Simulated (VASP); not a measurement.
Here is a VASP 6.6.1 calculation.

The input INCAR:

```
ALGO = Normal
DIPOL = 0.5 0.5 0.373
EDIFF = 1E-7
ENCUT = 520
GGA = PE
IDIPOL = 3
ISIF = 2
ISMEAR = 0
ISPIN = 2
LASPH = True
LCHARG = False
LDIPOL = True
LORBIT = 11
LREAL = False
LWAVE = False
MAGMOM = 0 0 0 0 0 0 0 0 2
NBANDS = 32
NELM = 150
PREC = Accurate
SIGMA = 0.05
```

Contents of KPOINTS:

```
k-points
0
Gamma
  9 9 1
```

File POSCAR:

```
Si5C4
1.0
    3.0920147376      0.0000000000      0.0000000000
   -1.5460073688      2.6777633116      0.0000000000
    0.0000000000      0.0000000000     23.7337369325
C Si
4 5
Direct
    0.3333333334      0.6666666667      0.1685364598
    0.6666666666      0.3333333333      0.2754269373
    0.3333333334      0.6666666667      0.3835939576
    0.6666666666      0.3333333333      0.4915758428
    0.6666666666      0.3333333333      0.1950726408
    0.3333333334      0.6666666667      0.3019631184
    0.6666666666      0.3333333333      0.4085742396
    0.3333333334      0.6666666667      0.5154576781
    0.5000000000      1.0000000000      0.6143603391
```

Potentials or basis: VASP PAW PBE potentials, release 64 (C, Si).

Command:

```console
$ cat potpaw_PBE.64/C/POTCAR potpaw_PBE.64/Si/POTCAR > POTCAR
$ mpirun -np 1 vasp_std > vasp.out
```

Problem. What does it give for the largest force?

Solution. 2.711 eV/Å.

Problem. What does it give for the net moment?

Solution. 0.00 μB per cell.

Problem. What does it give for the band gap on the k mesh?

Solution. Zero (filled and empty bands overlap).

Forces on the atoms (eV/Å):
```
C    0.000 -0.003  2.343
C    0.000 -0.012  0.824
C    0.000  0.028 -0.399
C    0.000  0.185 -1.270
Si   0.000  0.002 -2.711
Si   0.000  0.010 -0.298
Si   0.000  0.055  0.528
Si   0.000  0.330  1.013
Si   0.000 -0.594 -0.030
```
